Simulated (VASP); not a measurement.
# SnSe in VASP: further runs

Runs on SnSe. Level: LDA. Tasks: single point.

Everything below comes from runs of VASP 6.6.1. Logs are shortened: lines on timing, memory, paths and dates and some standing lists are left out, and cuts for length are marked.

## 1. The cell of the first run

The cell holds a slab with vacuum, 4 atoms: a = 4.190 Å, b = 4.190 Å, c = 11.144 Å, α = 90.00°, β = 90.00°, γ = 90.00°.

## 2. Single point, LDA (strain +0.000 along x and y, +0.015 along z)

Contents of INCAR:

```
SYSTEM = SnSe
PREC = Accurate ; ENCUT = 520
EDIFF = 1E-6 ; ISMEAR = 0
SIGMA = 0.05 ; LREAL = .False.
LASPH = .True. ; NELM = 100
ALGO = Normal ; ISIF = 2
LWAVE = .False. ; LCHARG = .False.
GGA = CA ; NBANDS = 28
```

Contents of KPOINTS:

```
regular mesh
0
Gamma
  6 6 4
  0 0 0
```

Contents of POSCAR:

```
SnSe
1.0
    4.1898989384      0.0000000000      0.0000000000
    0.0000000000      4.1898989384      0.0000000000
    0.0000000000      0.0000000000     11.1443172468
Sn Se
2 2
Direct
    0.5000000000      0.0000000000      0.3781633345
    0.0000000000      0.5000000000      0.6218366655
    0.5000000000      0.0000000000      0.6217782147
    0.0000000000      0.5000000000      0.3782217853
```

Potentials or basis: VASP PAW LDA potentials, release 64 (Sn_d, Se).

Started as:

```
$ cat potpaw_LDA.64/Sn_d/POTCAR potpaw_LDA.64/Se/POTCAR > POTCAR
$ mpirun -np 1 vasp_std > vasp.out
```

OUTCAR:

```text
SYSTEM = SnSe
   PREC = Accurate
   ENCUT = 520
   EDIFF = 1E-6
   ISMEAR = 0
   LREAL = .False.
   LASPH = .True.
   NELM = 100
   ISIF = 2
   GGA = CA

 ion  position               nearest neighbor table
   1  0.500  0.000  0.378-   3 2.71   4 2.96   4 2.96   4 2.96   4 2.96
   2  0.000  0.500  0.622-   4 2.71   3 2.96   3 2.96   3 2.96   3 2.96
   3  0.500  0.000  0.622-   1 2.71   2 2.96   2 2.96   2 2.96   2 2.96
   4  0.000  0.500  0.378-   2 2.71   1 2.96   1 2.96   1 2.96   1 2.96

  LATTYP: Found a simple tetragonal cell.
 ALAT       =     4.1898989384
 C/A-ratio  =     2.6598057401

  Lattice vectors:

 A1 = (   4.1898989384,   0.0000000000,   0.0000000000)
 A2 = (   0.0000000000,   4.1898989384,   0.0000000000)
 A3 = (   0.0000000000,   0.0000000000,  11.1443172468)

Analysis of symmetry for initial positions (statically):
=====================================================================
 Subroutine PRICEL returns:
 Original cell was already a primitive cell.

 Routine SETGRP: Setting up the symmetry group for a
 simple tetragonal supercell.

 Subroutine GETGRP returns: Found 16 space group operations
 (whereof  8 operations were pure point group operations)
 out of a pool of 16 trial point group operations.

The static configuration has the point symmetry D_2d.
 The point group associated with its full space group is D_4h.

Analysis of symmetry for dynamics (positions and initial velocities):
=====================================================================
 Subroutine PRICEL returns:
 Original cell was already a primitive cell.

 Routine SETGRP: Setting up the symmetry group for a
 simple tetragonal supercell.

 Subroutine GETGRP returns: Found 16 space group operations
 (whereof  8 operations were pure point group operations)
 out of a pool of 16 trial point group operations.

The dynamic configuration has the point symmetry D_2d.
 The point group associated with its full space group is D_4h.

 Subroutine INISYM returns: Found 16 space group operations
 (whereof  8 operations are pure point group operations),
 and found     1 'primitive' translations

----------------------------------------------------------------------------------------

                                     Primitive cell

  volume of cell :     195.6413

  direct lattice vectors                    reciprocal lattice vectors
     4.189898938  0.000000000  0.000000000     0.238669241  0.000000000  0.000000000
     0.000000000  4.189898938  0.000000000     0.000000000  0.238669241  0.000000000
     0.000000000  0.000000000 11.144317247     0.000000000  0.000000000  0.089731832

  length of vectors
     4.189898938  4.189898938 11.144317247     0.238669241  0.238669241  0.089731832

  position of ions in fractional coordinates (direct lattice)
     0.500000000  0.000000000  0.378163335
     0.000000000  0.500000000  0.621836665
     0.500000000  0.000000000  0.621778215
     0.000000000  0.500000000  0.378221785

  ion indices of the primitive-cell ions
   primitive index   ion index
                 1           1
                 2           2
                 3           3
                 4           4

----------------------------------------------------------------------------------------

 KPOINTS: regular mesh

Automatic generation of k-mesh.
 Grid dimensions read from file:
 generate k-points for:    6    6    4

 Generating k-lattice:

  Cartesian coordinates                     Fractional coordinates (reciprocal lattice)
     0.039778207  0.000000000  0.000000000     0.166666667  0.000000000  0.000000000
     0.000000000  0.039778207  0.000000000     0.000000000  0.166666667  0.000000000
     0.000000000  0.000000000  0.022432958     0.000000000  0.000000000  0.250000000

  Length of vectors
     0.039778207  0.039778207  0.022432958

  Shift w.r.t. Gamma in fractional coordinates (k-lattice)
     0.000000000  0.000000000  0.000000000

 Subroutine IBZKPT returns following result:
 ===========================================

 Found     30 irreducible k-points:

 Following reciprocal coordinates:
            Coordinates               Weight
  0.000000  0.000000  0.000000      1.000000
  0.166667  0.000000  0.000000      4.000000
  0.333333  0.000000  0.000000      4.000000
  0.500000  0.000000  0.000000      2.000000
  0.166667  0.166667  0.000000      4.000000
  0.333333  0.166667  0.000000      8.000000
[... 16 lines left out ...]
  0.333333  0.000000  0.500000      4.000000
  0.500000  0.000000  0.500000      2.000000
 [... further k-points ...]
   k-points           NKPTS =     30   k-points in BZ     NKDIM =     30   number of bands    NBANDS=     28
   number of dos      NEDOS =    301   number of ions     NIONS =      4
   total plane-waves  NPLWV =  86016
   dimension x,y,z NGX =    32 NGY =   32 NGZ =   84
   dimension x,y,z NGXF=    64 NGYF=   64 NGZF=  168
   ions per type =               2   2
   NGX,Y,Z   is equivalent  to a cutoff of  12.70, 12.70, 12.53 a.u.
   NGXF,Y,Z  is equivalent  to a cutoff of  25.39, 25.39, 25.06 a.u.
 SYSTEM =  SnSe
   PREC   = accura    normal or accurate (medium, high low for compatibility)
   ISTART =      0    job   : 0-new  1-cont  2-samecut
   ICHARG =      2    charge: 1-file 2-atom 10-const
   ISPIN  =      1    spin polarized calculation?
   LNONCOLLINEAR =      F non collinear calculations
   LSORBIT =      F    spin-orbit coupling
   LASPH  =      T    aspherical Exc in radial PAW
   ENCUT  =  520.0 eV  38.22 Ry    6.18 a.u.   7.79  7.79 20.72*2*pi/ulx,y,z
   NELM   =    100;   NELMIN=  2; NELMDL= -5     # of ELM steps
   EDIFF  = 0.1E-05   stopping-criterion for ELM
   LREAL  =      F    real-space projection
   EDIFFG = 0.1E-04   stopping-criterion for IOM
   NSW    =      0    number of steps for IOM
   IBRION =     -1    ionic relax: 0-MD 1-quasi-New 2-CG
   NFREE  =      0    steps in history (QN), initial steepest desc. (CG)
   ISIF   =      2    stress and relaxation
   ISYM   =      2    0-nonsym 1-usesym 2-fastsym
   POTIM  = 0.5000    time-step for ionic-motion
   TEBEG  =    0.0;   TEEND  =   0.0 temperature during run
   PSTRESS=    0.0 pullay stress
   NELECT =      40.0000    total number of electrons
   NUPDOWN=      -1.0000    fix difference up-down
   EMIN   =  10.00;   EMAX   =-10.00  energy-range for DOS
   EFERMI =   0.00;   METHOD = LEGACY
   ISMEAR =     0;   SIGMA  =   0.05  broadening in eV -4-tet -1-fermi 0-gaus
   EFERMI_NEDOS =   21; number of points for ismear=-14 and -15
   IALGO  =     38    algorithm
   IMIX   =      4    mixing-type and parameters
     AMIX     =   0.40;   BMIX     =  1.00
     AMIX_MAG =   1.60;   BMIX_MAG =  1.00
  volume/ion in A,a.u.               =      48.91       330.06
  Fermi-wavevector in a.u.,A,eV,Ry     =   0.964439  1.822525 12.655351  0.930142
  Thomas-Fermi vector in A             =   2.094070
   LORBIT       =      0    0 simple, 1 ext, 2 COOP (PROOUT), +10 PAW based schemes
   GGA     = CA    functional components
   LHFCALC =     F    Hartree Fock is set to
   AEXX    =    0.0000 exact exchange contribution
   IVDW    =     0    specifies the selected vdW correction
   LEPSILON=     F    determine dielectric tensor
   LRPA    =     F    only Hartree local field effects (RPA)
 non-spin polarized calculation
 Gauss-broadening in eV      SIGMA  =   0.05
  energy-cutoff  :      520.00
  volume of cell :      195.64
 maximum number of plane-waves:      5292
 NGX is ok and might be reduce to    32
   NGX = 15   NGY = 15   NGZ = 41

 number of electron      39.9999980 magnetization

 Free energy of the ion-electron system (eV)
  ---------------------------------------------------
  ext. energy  EPLUGINS =         0.00000000
  ---------------------------------------------------
  free energy    TOTEN  =       -18.48701604 eV

  energy without entropy =      -18.48701604  energy(sigma->0) =      -18.48701604

 E-fermi :   1.0426     XC(G=0):  -6.2842

 val. band max:        0.7323394312   @ k =   0.3333   0.0000   0.5000
 cond. band min:       2.1858528362   @ k =   0.3333   0.1667   0.5000
 fundamental gap:      1.4535134050
 Fermi energy:         1.0426127135

 k-point     1 :       0.0000    0.0000    0.0000
  band No.  band energies     occupation
      1     -20.3451      2.00000
      2     -20.3184      2.00000
      3     -20.3143      2.00000
      4     -20.3105      2.00000
      5     -20.3089      2.00000
      6     -20.3046      2.00000
[... 20 lines left out ...]
     27       6.2498      0.00000
     28       6.5035      0.00000

 k-point     2 :       0.1667    0.0000    0.0000
  band No.  band energies     occupation
      1     -20.3405      2.00000
      2     -20.3168      2.00000
      3     -20.3148      2.00000
      4     -20.3105      2.00000
      5     -20.3096      2.00000
      6     -20.3064      2.00000
[... 20 lines left out ...]
     27       5.7307      0.00000
     28       6.1151      0.00000

 k-point     3 :       0.3333    0.0000    0.0000
  band No.  band energies     occupation
      1     -20.3306      2.00000
      2     -20.3212      2.00000
      3     -20.3175      2.00000
      4     -20.3142      2.00000
      5     -20.3068      2.00000
      6     -20.3007      2.00000
[... 20 lines left out ...]
     27       5.5388      0.00000
     28       7.1770      0.00000

 k-point     4 :       0.5000    0.0000    0.0000
  band No.  band energies     occupation
      1     -20.3223      2.00000
      2     -20.3223      2.00000
      3     -20.3210      2.00000
      4     -20.3210      2.00000
      5     -20.3011      2.00000
      6     -20.3011      2.00000
[... 578 lines left out ...]
     27       5.7288      0.00000
     28       6.1176      0.00000

 k-point    23 :       0.3333    0.0000    0.5000
  band No.  band energies     occupation
      1     -20.3306      2.00000
      2     -20.3212      2.00000
      3     -20.3175      2.00000
      4     -20.3142      2.00000
      5     -20.3068      2.00000
      6     -20.3007      2.00000
[... 20 lines left out ...]
     27       6.2012      0.00000
     28       6.7789      0.00000

 k-point    24 :       0.5000    0.0000    0.5000
  band No.  band energies     occupation
      1     -20.3222      2.00000
      2     -20.3222      2.00000
      3     -20.3210      2.00000
      4     -20.3210      2.00000
      5     -20.3011      2.00000
      6     -20.3011      2.00000
[... 20 lines left out ...]
     27       6.9944      0.00000
     28       6.9944      0.00000

 [... further k-points ...]
[... 5 lines left out ...]
  --------------------------------------------------------------------------------------
  -------------------------------------------------------------------------------------
  Total       -0.1010104     -0.1010104     -0.9264031      0.0000000      0.0000000      0.0000000
  in kB       -0.8272108     -0.8272108     -7.5866496      0.0000000      0.0000000      0.0000000
  external PRESSURE =      -3.0803571 kB  Pullay stress =       0.0000000 kB

 VOLUME and BASIS-vectors are now :
 -----------------------------------------------------------------------------
  energy-cutoff  :      520.00
  volume of cell :      195.64
      direct lattice vectors                 reciprocal lattice vectors
     4.189898938  0.000000000  0.000000000     0.238669241  0.000000000  0.000000000
     0.000000000  4.189898938  0.000000000     0.000000000  0.238669241  0.000000000
     0.000000000  0.000000000 11.144317247     0.000000000  0.000000000  0.089731832

 POSITION                                       TOTAL-FORCE (eV/Angst)
 -----------------------------------------------------------------------------------
      2.09495      0.00000      4.21437        -0.000000      0.000000      0.170945
      0.00000      2.09495      6.92995         0.000000     -0.000000     -0.170945
      2.09495      0.00000      6.92929         0.000000      0.000000     -0.160018
      0.00000      2.09495      4.21502         0.000000      0.000000      0.160018
 -----------------------------------------------------------------------------------
    total drift:                                0.000000      0.000000      0.000000

  FREE ENERGIE OF THE ION-ELECTRON SYSTEM (eV)
  ---------------------------------------------------
  free  energy   TOTEN  =       -18.4870160425 eV

  energy  without entropy=      -18.4870160425  energy(sigma->0) =      -18.48701604
```

Wall time 85 s (1 thread of Intel Xeon 6975P-C (Granite Rapids), shared host); peak memory 0.31 GiB.

What came out:

```
Free energy            : -18.4870 eV
Largest force          : 0.171 eV/Å
Band gap on the k mesh : 1.45 eV, indirect (least direct gap 1.51 eV)
```

Forces in eV/Å, atoms in the order of the input:
```
Sn   0.000  0.000  0.171
Sn   0.000  0.000 -0.171
Se   0.000  0.000 -0.160
Se   0.000  0.000  0.160
```

Levels at points of the mesh, in eV from the valence-band top:
```tsv
k point	band 18	band 19	band 20	band 21	band 22	band 23
(0.00, 0.00, 0.00)	-1.97	-1.97	-0.58	1.57	3.64	3.74
(0.50, 0.00, 0.00)	-1.58	-0.03	-0.03	1.48	1.48	1.98
(0.50, 0.50, 0.00)	-3.64	-1.80	-1.80	3.46	3.46	4.47
(0.00, 0.00, 0.50)	-1.97	-1.97	-0.58	1.46	3.64	4.71
(0.50, 0.00, 0.50)	-1.58	-0.03	-0.03	1.48	1.48	1.98
(0.50, 0.50, 0.50)	-3.64	-1.80	-1.80	3.43	3.43	4.50
```

Caveat: the cell differs from its parent crystal (strain +0.000 along x and y, +0.015 along z); spin-orbit coupling is left out, which moves the levels of the heavy elements.

## 3. Single point, LDA (strain +0.015 along x and y, -0.015 along z)

Contents of INCAR:

```
PREC = Accurate
ENCUT = 520
EDIFF = 1E-6
ISMEAR = 0
SIGMA = 0.05
LREAL = False
LASPH = True
NELM = 60
ALGO = Normal
ISIF = 2
LWAVE = False
LCHARG = False
GGA = CA
NBANDS = 28
```

Contents of KPOINTS:

```
Automatic mesh
0
Gamma
  6 6 4
```

Contents of POSCAR:

```
SnSe
1.0
    4.2527474225      0.0000000000      0.0000000000
    0.0000000000      4.2527474225      0.0000000000
    0.0000000000      0.0000000000     10.8149285598
Sn Se
2 2
Direct
    0.5000000000      0.0000000000      0.3781633345
    0.0000000000      0.5000000000      0.6218366655
    0.5000000000      0.0000000000      0.6217782147
    0.0000000000      0.5000000000      0.3782217853
```

Potentials or basis: VASP PAW LDA potentials, release 64 (Sn_d, Se).

Started as:

```
$ cat potpaw_LDA.64/Sn_d/POTCAR potpaw_LDA.64/Se/POTCAR > POTCAR
$ mpirun -np 1 vasp_std > vasp.out
```

It took 81 s on 1 thread of Intel Xeon 6975P-C (Granite Rapids), shared host; peak memory 0.31 GiB.

Results (log left out):

```
Free energy            : -18.4683 eV
Largest force          : 0.189 eV/Å
Band gap on the k mesh : 1.42 eV, direct
```

Forces on the atoms (eV/Å):
```
Sn   0.000  0.000 -0.185
Sn   0.000  0.000  0.185
Se   0.000  0.000  0.189
Se   0.000  0.000 -0.189
```

Levels at points of the mesh, in eV from the valence-band top:
```csv
k point,band 16,band 17,band 18,band 19,band 20,band 21,band 22,band 23,band 24,band 25
"(0.00, 0.00, 0.00)",-3.17,-3.17,-1.80,-1.80,-0.47,1.79,3.62,3.89,4.48,4.48
"(0.50, 0.00, 0.00)",-2.42,-1.61,-1.61,-0.18,-0.18,1.49,1.49,2.00,2.00,3.10
"(0.50, 0.50, 0.00)",-4.98,-3.35,-3.35,-1.74,-1.74,3.77,3.77,4.62,4.62,5.18
"(0.00, 0.00, 0.50)",-3.17,-3.17,-1.80,-1.80,-0.47,1.63,3.62,4.48,4.48,4.93
"(0.50, 0.00, 0.50)",-2.42,-1.61,-1.61,-0.18,-0.18,1.49,1.49,2.00,2.00,3.02
"(0.50, 0.50, 0.50)",-4.98,-3.35,-3.35,-1.74,-1.74,3.74,3.74,4.67,4.67,5.14
```

Caveat: the cell differs from its parent crystal (strain +0.015 along x and y, -0.015 along z); spin-orbit coupling is left out, which moves the levels of the heavy elements.

## 4. Single point, LDA (strain +0.000 along x and y, +0.030 along z)

Contents of INCAR:

```
SYSTEM = SnSe
PREC     = Accurate       ! precision mode
ENCUT    = 520            ! plane-wave cutoff, eV
EDIFF    = 1E-6           ! SCF threshold, eV
ISMEAR   = 0              ! smearing method
SIGMA    = 0.05           ! smearing width, eV
LREAL    = .FALSE.        ! projectors in reciprocal space
LASPH    = .TRUE.         ! aspherical terms in the spheres
NELM     = 60             ! most SCF steps
ALGO     = Normal         ! electronic algorithm
ISIF     = 2              ! what is computed and relaxed
LWAVE    = .FALSE.        ! write WAVECAR
LCHARG   = .FALSE.        ! write CHGCAR
NBANDS   = 28             ! bands
```

Contents of KPOINTS:

```
regular mesh
0
G
  6 6 4
  0 0 0
```

Contents of POSCAR:

```
SnSe
1.0
    4.1898989384      0.0000000000      0.0000000000
    0.0000000000      4.1898989384      0.0000000000
    0.0000000000      0.0000000000     11.3090115904
Sn Se
2 2
Direct
    0.5000000000      0.0000000000      0.3781633345
    0.0000000000      0.5000000000      0.6218366655
    0.5000000000      0.0000000000      0.6217782147
    0.0000000000      0.5000000000      0.3782217853
```

Started as:

```
$ cat potpaw_LDA.64/Sn_d/POTCAR potpaw_LDA.64/Se/POTCAR > POTCAR
$ mpirun -np 1 vasp_std > vasp.out
```

Run time: 87 s. Hardware: 1 thread of Intel Xeon 6975P-C (Granite Rapids), shared host; peak memory 0.32 GiB.

Results (log left out):

* Free energy: -18.4672 eV
* Largest force: 0.334 eV/Å
* Band gap on the k mesh: 1.41 eV, indirect (least direct gap 1.43 eV)

Forces on the atoms (eV/Å):
```
Sn   0.000  0.000  0.334
Sn   0.000  0.000 -0.334
Se   0.000  0.000 -0.311
Se   0.000  0.000  0.311
```

Levels at points of the mesh, in eV from the valence-band top:
| k point | band 17 | band 18 | band 19 | band 20 | band 21 | band 22 | band 23 | band 24 |
| --- | --- | --- | --- | --- | --- | --- | --- | --- |
| (0.00, 0.00, 0.00) | -3.13 | -2.00 | -2.00 | -0.63 | 1.51 | 3.67 | 3.70 | 4.83 |
| (0.50, 0.00, 0.00) | -1.56 | -1.56 | 0.00 | 0.00 | 1.43 | 1.43 | 1.96 | 1.96 |
| (0.50, 0.50, 0.00) | -3.68 | -3.68 | -1.81 | -1.81 | 3.31 | 3.31 | 4.43 | 4.43 |
| (0.00, 0.00, 0.50) | -3.13 | -2.00 | -2.00 | -0.64 | 1.41 | 3.67 | 4.58 | 4.76 |
| (0.50, 0.00, 0.50) | -1.56 | -1.56 | 0.00 | 0.00 | 1.43 | 1.43 | 1.96 | 1.96 |
| (0.50, 0.50, 0.50) | -3.68 | -3.68 | -1.80 | -1.80 | 3.29 | 3.29 | 4.46 | 4.46 |

Caveat: the cell differs from its parent crystal (strain +0.000 along x and y, +0.030 along z); spin-orbit coupling is left out, which moves the levels of the heavy elements.

## 5. Overview

| cell | gap on the mesh (eV) | largest force (eV/Å) |
| --- | --- | --- |
| a = 4.190, b = 4.190, c = 11.144 Å, 4 atoms | 1.45 | 0.17 |
| a = 4.253, b = 4.253, c = 10.815 Å, 4 atoms | 1.42 | 0.19 |
| a = 4.190, b = 4.190, c = 11.309 Å, 4 atoms | 1.41 | 0.33 |

Alike in all rows: task single point; level LDA; potentials or basis VASP PAW LDA potentials, release 64 (Sn_d, Se); no spin polarisation; k mesh 6 × 6 × 4; cutoff (eV) 520; smearing gaussian 0.05 eV.

Caveats: spin-orbit coupling is left out, which moves the levels of the heavy elements.

Absolute energies hang on the potentials; compare differences alone.
